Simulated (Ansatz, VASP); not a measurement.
One calculation of Al, two programs

```
Al
1.0
     2.83634   -0.11322   -0.01464
    -1.51622    2.23165    0.02478
    -0.04813    0.06626   10.38939
Al
4
Direct
  0.00084 0.00039 0.00001
  0.34253 0.65686 0.24937
  0.99924 0.99974 0.50001
  0.65738 0.34302 0.75061
```

Change from the starting cell: cell sheared at random, sigma 0.1, atoms nudged by 0.01 Å; relaxed back.

Alike in both runs: functional PBEsol; k mesh 12 × 12 × 4; occupations gaussian, width 0.15 eV; no spin polarisation.

Ansatz relaxed the structure, and its values are those at the end. VASP's run is a single point on that final structure, the one shown.

|  | VASP | Ansatz |
| --- | --- | --- |
| version | VASP 6.6.1 | Ansatz 0.2.0 |
| potentials or method | VASP PAW PBE potentials, release 64 (Al), cutoff 520 eV | scalar-relativistic, plane waves, PAW |
| valence electrons in the cell | 12 | 12 |

```tsv
	VASP	Ansatz	Ansatz less VASP
gap on the k mesh at the Fermi level (eV)	none	none	-
pressure (GPa)	7.4	7.3	-0.10
```

VASP's potentials were made for PBE, not for PBEsol. A gap of «none» marks a metal or a gap that the smearing closes. With one functional, cell and mesh, what is left measures potentials, basis and numerics. Ansatz's warnings: stress scf threshold loose.
